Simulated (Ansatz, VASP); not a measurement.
## One calculation of As, two programs

```
As
1.0
     4.74052    0.00000    0.00000
    -2.37026    4.10541    0.00000
     0.00000    0.00000    2.76400
As
3
Direct
  0.00000 0.00000 0.00000
  0.33333 0.66667 0.50000
  0.66667 0.33333 0.50000
```

Alike in both runs: task single point; functional revPBE; k mesh 9 × 9 × 12; occupations fermi-dirac, width 0.1 eV; no spin polarisation.

```csv
,VASP,Ansatz
version,VASP 6.6.1,Ansatz 0.2.0
potentials or method,"VASP PAW PBE potentials, release 64 (As), cutoff 520 eV","plane waves (420 eV) with PAW, scalar-relativistic"
valence electrons in the cell,15,45
```

VASP gave:

- pressure (GPa): 8.0
- traceless stress, the component that is largest in VASP (GPa): 1.82

Q: Which values does Ansatz return?

A: Pressure (GPa): 7.9; traceless stress, the component that is largest in VASP (GPa): 1.79.

VASP's potentials were made for PBE, not for revPBE. The functional is the same, so the differences come from potentials, cutoffs and numerics. VASP's potentials hold 15 valence electrons a cell and Ansatz's 45, so a difference there can come from the potentials and not from the codes.
